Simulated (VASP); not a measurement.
Here is a VASP 6.6.1 calculation.

File INCAR:

```
  ALGO = Fast
  EDIFF = 1E-7
  ENCUT = 520
  GGA = PE
  ISIF = 2
  ISMEAR = 0
  LASPH = True
  LCHARG = True
  LELF = True
  LREAL = False
  LVHAR = True
  LWAVE = False
  NBANDS = 10
  NELM = 80
  PREC = Accurate
  SIGMA = 0.1
```

Contents of KPOINTS:

```
k-points
0
Gamma
  14 14 14
```

Contents of POSCAR:

```
Na
1.0
   -2.1348891484      2.1348891484      2.1348891484
    2.1348891484     -2.1348891484      2.1348891484
    2.1348891484      2.1348891484     -2.1348891484
Na
1
Direct
    0.0000000000      0.0000000000      0.0000000000
```

Potentials or basis: VASP PAW PBE potentials, release 64 (Na_pv).

Launch:

```console
$ cat potpaw_PBE.64/Na_pv/POTCAR > POTCAR
$ mpirun -np 1 vasp_std > vasp.out
```

(1) What does it give for the band gap on the k mesh?

(2) What does it give for the pressure?

Answers

(1) zero (an odd number of electrons rules out a gap without spin polarisation).

(2) -0.4 GPa.

Caveat: the cell differs from its parent crystal (Li replaced by Na, lengths x 1.178, strained).
